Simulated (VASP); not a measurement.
Write the native input for VASP 6.6.1 that does the following.

```yaml
Task: relaxation of cell and atoms
Functional: revPBE
Potentials_or_basis: VASP PAW PBE potentials, release 64 (Hg, Te)
Cutoff: 600 eV
k_mesh: 7 × 7 × 7
Occupations: fermi-dirac, width 0.05 eV
Spin: no spin polarisation
Dipole_correction: no
Further_INCAR_settings: ALGO = Normal; EDIFF = 1e-06; IBRION = 2; EDIFFG = -0.01; NSW = 60; ISIF = 3
```

The structure of HgTe (Coloradoite) lies in POSCAR:

```
HgTe
1.0
    0.0000000000      3.2145000000      3.2145000000
    3.2145000000      0.0000000000      3.2145000000
    3.2145000000      3.2145000000      0.0000000000
Hg Te
1 1
Direct
    0.0000000000      0.0000000000      0.0000000000
    0.7500000000      0.7500000000      0.7500000000
```

These files were run (other wordings do the same):

INCAR

```
SYSTEM = HgTe
ALGO = Normal
EDIFF = 1E-6
EDIFFG = -0.01
ENCUT = 600
GGA = RE
IBRION = 2
ISIF = 3
ISMEAR = -1
LASPH = .True.
LCHARG = .False.
LREAL = .False.
LWAVE = .False.
NELM = 100
NSW = 60
PREC = Accurate
SIGMA = 0.05
```

KPOINTS

```
k-points
0
Gamma
  7 7 7
  0 0 0
```

Potentials or basis: VASP PAW PBE potentials, release 64 (Hg, Te).

The run is started by

```bash
$ cat potpaw_PBE.64/Hg/POTCAR potpaw_PBE.64/Te/POTCAR > POTCAR
$ mpirun -np 1 vasp_std > vasp.out
```

It gave:

```json
{
  "Relaxed volume": "38.08 Å³/atom",
  "Relaxed cell": "a = 4.758 Å, b = 4.758 Å, c = 4.758 Å, α = 60.00°, β = 60.00°, γ = 60.00°",
  "Space group after relaxing (to 0.05 Å)": "F-43m (No. 216)",
  "Energy gained by relaxing": "78.5 meV/atom",
  "Ionic steps": "3",
  "Pressure after relaxing": "0.0 GPa",
  "Band gap on the k mesh": "zero (filled and empty bands touch)"
}
```

Caveat: the PAW data sets were made with another functional, which shifts forces and pressure a little; spin-orbit coupling is left out, which moves the levels of the heavy elements; the volume moved by +15 % from the deposited cell, more than functionals usually miss.

Wall time 50 s on 1 thread of Intel(R) Xeon(R) Platinum 8259CL CPU @ 2.50GHz (Skylake/Cascade Lake), on a shared host, peak memory 0.23 GiB.
